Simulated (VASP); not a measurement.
A run of VASP 6.6.1:

The input INCAR:

```
ALGO = Normal
EDIFF = 1E-6
EDIFFG = -0.002
ENCUT = 600
IBRION = 2
ISIF = 3
ISMEAR = 0
LASPH = True
LCHARG = False
LREAL = False
LWAVE = False
NELM = 100
NSW = 100
PREC = Accurate
PSTRESS = 200.0
SIGMA = 0.1
```

The input KPOINTS:

```
k-points
0
Gamma
  12 12 12
```

POSCAR

```
LaP
1.0
    3.3653667811      0.0000000000      0.0000000000
    0.0000000000      3.3653667811      0.0000000000
    0.0000000000      0.0000000000      3.3653667811
La P
1 1
Direct
    0.0000000000      0.0000000000      0.0000000000
    0.5000000000      0.5000000000      0.5000000000
```

Potentials or basis: VASP PAW LDA potentials, release 64 (La, P).

Command:

```bash
$ cat potpaw_LDA.64/La/POTCAR potpaw_LDA.64/P/POTCAR > POTCAR
$ mpirun -np 1 vasp_std > vasp.out
```

Hardware: 1 thread of AMD EPYC 7571, with other jobs on the host.

Q: Estimate the wall time of this run.

A: Run time: 3.3 min on 1 thread of AMD EPYC 7571 (shared host), peak memory 0.17 GiB. Counts: scf iterations 24, k points 84, ion steps 5.
